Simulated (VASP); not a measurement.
# WS2 in VASP: a series of runs, part 2 of 2

VASP 6.6.1. Earlier steps stand in the parts before.

### Step 3. Single point, PBEsol (37.72 Å³/atom)

INCAR

```
SYSTEM = WS2
PREC     = Accurate       ! precision mode
ENCUT    = 520            ! plane-wave cutoff, eV
EDIFF    = 1E-6           ! SCF threshold, eV
ISMEAR   = 0              ! smearing method
SIGMA    = 0.05           ! smearing width, eV
LREAL    = .False.        ! projectors in reciprocal space
LASPH    = .True.         ! aspherical terms in the spheres
NELM     = 80             ! most SCF steps
ALGO     = Normal         ! electronic algorithm
ISIF     = 2              ! what is computed and relaxed
LWAVE    = .False.        ! write WAVECAR
LCHARG   = .False.        ! write CHGCAR
GGA      = PS             ! functional
NBANDS   = 35             ! bands
```

KPOINTS

```
regular mesh
0
Gamma
  12 12 2
  0 0 0
```

POSCAR

```
WS2
1.0
    3.1808041631      0.0000000000      0.0000000000
   -1.5904020815      2.7546572098      0.0000000000
    0.0000000000      0.0000000000     25.8262213222
W S
2 4
Direct
    0.3333333333      0.6666666667      0.6345659624
    0.6666666667      0.3333333333      0.3654340376
    0.3333333333      0.6666666667      0.2989660749
    0.6666666667      0.3333333333      0.5680485953
    0.3333333333      0.6666666667      0.4319514047
    0.6666666667      0.3333333333      0.7010339251
```

Potentials or basis: VASP PAW PBE potentials, release 64 (W_sv, S).

Run with:

```sh
$ cat potpaw_PBE.64/W_sv/POTCAR potpaw_PBE.64/S/POTCAR > POTCAR
$ mpirun -np 1 vasp_std > vasp.out
```

OUTCAR:

```text
SYSTEM = WS2
   PREC = Accurate
   ENCUT = 520
   EDIFF = 1E-6
   ISMEAR = 0
   LREAL = .False.
   LASPH = .True.
   NELM = 80
   ISIF = 2
   GGA = PS

 ion  position               nearest neighbor table
   1  0.333  0.667  0.635-   6 2.51   6 2.51   6 2.51   4 2.51   4 2.51   4 2.51
   2  0.667  0.333  0.365-   3 2.51   3 2.51   3 2.51   5 2.51   5 2.51   5 2.51
   3  0.333  0.667  0.299-   2 2.51   2 2.51   2 2.51
   4  0.667  0.333  0.568-   1 2.51   1 2.51   1 2.51
   5  0.333  0.667  0.432-   2 2.51   2 2.51   2 2.51
   6  0.667  0.333  0.701-   1 2.51   1 2.51   1 2.51

  LATTYP: Found a hexagonal cell.
 ALAT       =     3.1808041631
 C/A-ratio  =     8.1194000001

  Lattice vectors:

 A1 = (   3.1808041631,   0.0000000000,   0.0000000000)
 A2 = (  -1.5904020815,   2.7546572098,   0.0000000000)
 A3 = (   0.0000000000,   0.0000000000,  25.8262213222)

Analysis of symmetry for initial positions (statically):
=====================================================================
 Subroutine PRICEL returns:
 Original cell was already a primitive cell.

 Routine SETGRP: Setting up the symmetry group for a
 hexagonal supercell.

 Subroutine GETGRP returns: Found 12 space group operations
 (whereof 12 operations were pure point group operations)
 out of a pool of 24 trial point group operations.

The static configuration has the point symmetry D_3d.

Analysis of symmetry for dynamics (positions and initial velocities):
=====================================================================
 Subroutine PRICEL returns:
 Original cell was already a primitive cell.

 Routine SETGRP: Setting up the symmetry group for a
 hexagonal supercell.

 Subroutine GETGRP returns: Found 12 space group operations
 (whereof 12 operations were pure point group operations)
 out of a pool of 24 trial point group operations.

The dynamic configuration has the point symmetry D_3d.

 Subroutine INISYM returns: Found 12 space group operations
 (whereof 12 operations are pure point group operations),
 and found     1 'primitive' translations

----------------------------------------------------------------------------------------

                                     Primitive cell

  volume of cell :     226.2900

  direct lattice vectors                    reciprocal lattice vectors
     3.180804163  0.000000000  0.000000000     0.314385906  0.181510788  0.000000000
    -1.590402081  2.754657210  0.000000000     0.000000000  0.363021575  0.000000000
     0.000000000  0.000000000 25.826221322     0.000000000  0.000000000  0.038720337

  length of vectors
     3.180804163  3.180804163 25.826221322     0.363021575  0.363021575  0.038720337

  position of ions in fractional coordinates (direct lattice)
     0.333333333  0.666666667  0.634565962
     0.666666667  0.333333333  0.365434038
     0.333333333  0.666666667  0.298966075
     0.666666667  0.333333333  0.568048595
     0.333333333  0.666666667  0.431951405
     0.666666667  0.333333333  0.701033925

  ion indices of the primitive-cell ions
   primitive index   ion index
                 1           1
                 2           2
                 3           3
                 4           4
[... 30 lines left out ...]
            Coordinates               Weight
  0.000000  0.000000  0.000000      1.000000
  0.083333 -0.000000  0.000000      6.000000
  0.166667 -0.000000  0.000000      6.000000
  0.250000 -0.000000  0.000000      6.000000
  0.333333 -0.000000  0.000000      6.000000
  0.416667  0.000000  0.000000      6.000000
[... 16 lines left out ...]
  0.250000 -0.000000  0.500000      6.000000
  0.333333 -0.000000  0.500000      6.000000
 [... further k-points ...]
   k-points           NKPTS =     38   k-points in BZ     NKDIM =     38   number of bands    NBANDS=     35
   number of dos      NEDOS =    301   number of ions     NIONS =      6
   total plane-waves  NPLWV = 110592
   dimension x,y,z NGX =    24 NGY =   24 NGZ =  192
   dimension x,y,z NGXF=    48 NGYF=   48 NGZF=  384
   ions per type =               2   4
   NGX,Y,Z   is equivalent  to a cutoff of  12.54, 12.54, 12.36 a.u.
   NGXF,Y,Z  is equivalent  to a cutoff of  25.09, 25.09, 24.72 a.u.
 SYSTEM =  WS2
   PREC   = accura    normal or accurate (medium, high low for compatibility)
   ISTART =      0    job   : 0-new  1-cont  2-samecut
   ICHARG =      2    charge: 1-file 2-atom 10-const
   ISPIN  =      1    spin polarized calculation?
   LNONCOLLINEAR =      F non collinear calculations
   LSORBIT =      F    spin-orbit coupling
   LASPH  =      T    aspherical Exc in radial PAW
   ENCUT  =  520.0 eV  38.22 Ry    6.18 a.u.   5.91  5.91 48.02*2*pi/ulx,y,z
   NELM   =     80;   NELMIN=  2; NELMDL= -5     # of ELM steps
   EDIFF  = 0.1E-05   stopping-criterion for ELM
   LREAL  =      F    real-space projection
   EDIFFG = 0.1E-04   stopping-criterion for IOM
   NSW    =      0    number of steps for IOM
   IBRION =     -1    ionic relax: 0-MD 1-quasi-New 2-CG
   NFREE  =      0    steps in history (QN), initial steepest desc. (CG)
   ISIF   =      2    stress and relaxation
   ISYM   =      2    0-nonsym 1-usesym 2-fastsym
   POTIM  = 0.5000    time-step for ionic-motion
   TEBEG  =    0.0;   TEEND  =   0.0 temperature during run
   PSTRESS=    0.0 pullay stress
   NELECT =      52.0000    total number of electrons
   NUPDOWN=      -1.0000    fix difference up-down
   EMIN   =  10.00;   EMAX   =-10.00  energy-range for DOS
   EFERMI =   0.00;   METHOD = LEGACY
   ISMEAR =     0;   SIGMA  =   0.05  broadening in eV -4-tet -1-fermi 0-gaus
   EFERMI_NEDOS =   21; number of points for ismear=-14 and -15
   IALGO  =     38    algorithm
   IMIX   =      4    mixing-type and parameters
     AMIX     =   0.40;   BMIX     =  1.00
     AMIX_MAG =   1.60;   BMIX_MAG =  1.00
  volume/ion in A,a.u.               =      37.72       254.51
  Fermi-wavevector in a.u.,A,eV,Ry     =   1.002738  1.894900 13.680435  1.005484
  Thomas-Fermi vector in A             =   2.135245
   LORBIT       =      0    0 simple, 1 ext, 2 COOP (PROOUT), +10 PAW based schemes
   GGA     = PS    functional components
   LHFCALC =     F    Hartree Fock is set to
   AEXX    =    0.0000 exact exchange contribution
   IVDW    =     0    specifies the selected vdW correction
   LEPSILON=     F    determine dielectric tensor
   LRPA    =     F    only Hartree local field effects (RPA)
 non-spin polarized calculation
 Gauss-broadening in eV      SIGMA  =   0.05
  energy-cutoff  :      520.00
  volume of cell :      226.29
 maximum number of plane-waves:      6134
 NGX is ok and might be reduce to    24
   NGX = 11   NGY = 11   NGZ = 97

 number of electron      51.9999999 magnetization

 Free energy of the ion-electron system (eV)
  ---------------------------------------------------
  ext. energy  EPLUGINS =         0.00000000
  ---------------------------------------------------
  free energy    TOTEN  =       -49.57749079 eV

  energy without entropy =      -49.57749079  energy(sigma->0) =      -49.57749079

 E-fermi :   0.6081     XC(G=0):  -5.8665

 val. band max:        0.2875068466   @ k =   0.3333   0.3333   0.0000
 cond. band min:       1.5834041358   @ k =   0.1667   0.1667   0.5000
 fundamental gap:      1.2958972892
 Fermi energy:         0.6080556987

 k-point     1 :       0.0000    0.0000    0.0000
  band No.  band energies     occupation
      1     -73.9417      2.00000
      2     -73.9417      2.00000
      3     -38.1269      2.00000
      4     -38.1269      2.00000
      5     -37.9360      2.00000
      6     -37.9360      2.00000
[... 901 lines left out ...]
     34       4.1593      0.00000
     35       6.1920      0.00000

 [... further k-points ...]

------------------------ aborting loop because EDIFF is reached ----------------------------------------

  FORCE on cell =-STRESS in cart. coord.  units (eV):
  Direction    XX          YY          ZZ          XY          YZ          ZX
  --------------------------------------------------------------------------------------
  -------------------------------------------------------------------------------------
  Total       -7.7844428     -7.7844428    -18.3021455     -0.0000000      0.0000000     -0.0000000
  in kB      -55.1153734    -55.1153734   -129.5827590     -0.0000000      0.0000000     -0.0000000
  external PRESSURE =     -79.9378353 kB  Pullay stress =       0.0000000 kB

 VOLUME and BASIS-vectors are now :
 -----------------------------------------------------------------------------
  energy-cutoff  :      520.00
  volume of cell :      226.29
      direct lattice vectors                 reciprocal lattice vectors
     3.180804163  0.000000000  0.000000000     0.314385906  0.181510788  0.000000000
    -1.590402081  2.754657210  0.000000000     0.000000000  0.363021575  0.000000000
     0.000000000  0.000000000 25.826221322     0.000000000  0.000000000  0.038720337

 POSITION                                       TOTAL-FORCE (eV/Angst)
 -----------------------------------------------------------------------------------
     -0.00000      1.83644     16.38844        -0.000000      0.000000     -0.004477
      1.59040      0.91822      9.43778         0.000000     -0.000000      0.004477
     -0.00000      1.83644      7.72116         0.000000      0.000000      2.638535
      1.59040      0.91822     14.67055         0.000000     -0.000000      2.612397
     -0.00000      1.83644     11.15567        -0.000000      0.000000     -2.612397
      1.59040      0.91822     18.10506        -0.000000      0.000000     -2.638535
 -----------------------------------------------------------------------------------
    total drift:                               -0.000000     -0.000000      0.000000

  FREE ENERGIE OF THE ION-ELECTRON SYSTEM (eV)
  ---------------------------------------------------
  free  energy   TOTEN  =       -49.5774907884 eV

  energy  without entropy=      -49.5774907884  energy(sigma->0) =      -49.57749079
```

Wall time 3.8 min (1 thread of Intel Xeon Platinum 8488C (Sapphire Rapids), shared host); peak memory 0.45 GiB.

What came out:

```
Free energy            : -49.5775 eV
Largest force          : 2.639 eV/Å
Band gap on the k mesh : 1.30 eV (least direct gap 2.10 eV)
```

Forces in eV/Å, atoms in the order of the input:
```
W    0.000  0.000 -0.004
W    0.000  0.000  0.004
S    0.000  0.000  2.639
S    0.000  0.000  2.612
S    0.000  0.000 -2.612
S    0.000  0.000 -2.639
```

Caveat: the PAW data sets were made with another functional, which shifts forces and pressure a little; spin-orbit coupling is left out, which moves the levels of the heavy elements.

### Step 4. Single point, PBEsol (37.72 Å³/atom)

INCAR

```
SYSTEM = WS2
  PREC = Accurate
  ENCUT = 520
  EDIFF = 1E-7
  ISMEAR = 0
  SIGMA = 0.05
  LREAL = .FALSE.
  LASPH = .TRUE.
  NELM = 80
  ALGO = Normal
  ISIF = 2
  LWAVE = .FALSE.
  LCHARG = .TRUE.
  GGA = PS
  LELF = .TRUE.
  LVHAR = .TRUE.
  NBANDS = 35
```

KPOINTS

```
regular mesh
0
G
  12 12 2
  0 0 0
```

Edit POSCAR of step 3 so:

```diff
@@ -2,5 +2,5 @@
 1.0
-    3.1808041631      0.0000000000      0.0000000000
-   -1.5904020815      2.7546572098      0.0000000000
-    0.0000000000      0.0000000000     25.8262213222
+    3.4011953004      0.0000000000      0.0000000000
+   -1.7005976502      2.9455215334      0.0000000000
+    0.0000000000      0.0000000000     22.5876781095
 W S
```

Potentials or basis: VASP PAW PBE potentials, release 64 (W_sv, S).

Run with:

```sh
$ cat potpaw_PBE.64/W_sv/POTCAR potpaw_PBE.64/S/POTCAR > POTCAR
$ mpirun -np 1 vasp_std > vasp.out
```

OUTCAR:

```text
SYSTEM = WS2
   PREC = Accurate
   ENCUT = 520
   EDIFF = 1E-7
   ISMEAR = 0
   LREAL = .FALSE.
   LASPH = .TRUE.
   NELM = 80
   ISIF = 2
   GGA = PS

 ion  position               nearest neighbor table
   1  0.333  0.667  0.635-   6 2.47   6 2.47   6 2.47   4 2.47   4 2.47   4 2.47
   2  0.667  0.333  0.365-   3 2.47   3 2.47   3 2.47   5 2.47   5 2.47   5 2.47
   3  0.333  0.667  0.299-   2 2.47   2 2.47   2 2.47
   4  0.667  0.333  0.568-   1 2.47   1 2.47   1 2.47
   5  0.333  0.667  0.432-   2 2.47   2 2.47   2 2.47
   6  0.667  0.333  0.701-   1 2.47   1 2.47   1 2.47

[... 1119 lines left out ...]
  -------------------------------------------------------------------------------------
  Total      -14.4302686    -14.4302686     -1.7965508     -0.0000000      0.0000000      0.0000000
  in kB     -102.1691155   -102.1691155    -12.7199297     -0.0000000      0.0000000      0.0000000
  external PRESSURE =     -72.3527202 kB  Pullay stress =       0.0000000 kB

 VOLUME and BASIS-vectors are now :
 -----------------------------------------------------------------------------
  energy-cutoff  :      520.00
  volume of cell :      226.29
      direct lattice vectors                 reciprocal lattice vectors
     3.401195300  0.000000000  0.000000000     0.294014284  0.169749226  0.000000000
    -1.700597650  2.945521533  0.000000000     0.000000000  0.339498452  0.000000000
     0.000000000  0.000000000 22.587678110     0.000000000  0.000000000  0.044271925

 POSITION                                       TOTAL-FORCE (eV/Angst)
 -----------------------------------------------------------------------------------
     -0.00000      1.96368     14.33337        -0.000000      0.000000      0.008941
      1.70060      0.98184      8.25431         0.000000     -0.000000     -0.008941
     -0.00000      1.96368      6.75295         0.000000     -0.000000      0.308173
      1.70060      0.98184     12.83090        -0.000000      0.000000      0.326016
     -0.00000      1.96368      9.75678         0.000000     -0.000000     -0.326016
      1.70060      0.98184     15.83473        -0.000000      0.000000     -0.308173
 -----------------------------------------------------------------------------------
    total drift:                                0.000000      0.000000      0.000000

  FREE ENERGIE OF THE ION-ELECTRON SYSTEM (eV)
  ---------------------------------------------------
  free  energy   TOTEN  =       -49.4004128624 eV

  energy  without entropy=      -49.4003505846  energy(sigma->0) =      -49.40038172
```

It took 7.2 min on 1 thread of Intel Xeon Platinum 8488C (Sapphire Rapids), shared host; peak memory 0.49 GiB.

What came out:

| Quantity | Value |
| --- | --- |
| Free energy | -49.4004 eV |
| Largest force | 0.326 eV/Å |
| Band gap on the k mesh | 0.16 eV (least direct gap 1.12 eV) |

Forces in eV/Å, atoms in the order of the input:
```
W    0.000  0.000  0.009
W    0.000  0.000 -0.009
S    0.000  0.000  0.308
S    0.000  0.000  0.326
S    0.000  0.000 -0.326
S    0.000  0.000 -0.308
```

Caveat: the PAW data sets were made with another functional, which shifts forces and pressure a little; spin-orbit coupling is left out, which moves the levels of the heavy elements.

### Step 5. Summary

| cell | gap on the mesh (eV) | largest force (eV/Å) |
| --- | --- | --- |
| a = 3.267, b = 3.267, c = 24.478 Å, angles 90.0, 90.0, 120.0°, 6 atoms | 1.47 | 1.76 |
| a = 3.181, b = 3.181, c = 25.826 Å, angles 90.0, 90.0, 120.0°, 6 atoms | 1.30 | 2.64 |
| a = 3.401, b = 3.401, c = 22.588 Å, angles 90.0, 90.0, 120.0°, 6 atoms | 0.16 | 0.33 |

Alike in all rows: task single point; level PBEsol; potentials or basis VASP PAW PBE potentials, release 64 (W_sv, S); no spin polarisation; k mesh 12 × 12 × 2; cutoff (eV) 520; smearing gaussian 0.05 eV.

Caveats: the PAW data sets were made with another functional, which shifts forces and pressure a little; spin-orbit coupling is left out, which moves the levels of the heavy elements.

Absolute energies hang on the potentials; compare differences alone.
